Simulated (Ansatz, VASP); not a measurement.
Sc3Cu2 in VASP and in Ansatz

```
Sc Cu
1.0
     4.29066    0.00000    0.00000
    -2.14533    3.71582    0.00000
     0.00000    0.00000    5.26879
Sc Cu
3 2
Direct
  0.00000 0.00000 0.00000
  0.33333 0.66667 0.64493
  0.66667 0.33333 0.35507
  0.33333 0.66667 0.15687
  0.66667 0.33333 0.84313
```

Change from the starting cell: species swapped into the Al3Pd2 type (P-3m1, No. 164).

Alike in both runs: task relaxation of cell and atoms; functional PBE; k mesh 6 × 6 × 4; occupations gaussian, width 0.1 eV; no spin polarisation.

|  | VASP | Ansatz |
| --- | --- | --- |
| version | VASP 6.6.1 | Ansatz 0.2.0 |
| potentials or method | VASP PAW PBE potentials, release 64 (Sc_sv, Cu), cutoff 600 eV | scalar-relativistic, plane waves, PAW |
| valence electrons in the cell | 55 | 71 |

|  | VASP | Ansatz | Ansatz less VASP |
| --- | --- | --- | --- |
| gap on the k mesh at the Fermi level, each at its own relaxed structure (eV) | none | none | - |
| relaxed volume (Å³/atom) | 20.00 | 19.87 | -0.131 |
| relaxed cell length with the largest relative difference (Å) | 4.534 | 4.523 | -0.0118 |

A gap of «none» marks a metal or a gap that the smearing closes. VASP's potentials hold 55 valence electrons a cell and Ansatz's 71, so a difference there can come from the potentials and not from the codes.

Noted on VASP's run: the volume moved by over 15 % at a fixed basis, so the end points are rough.
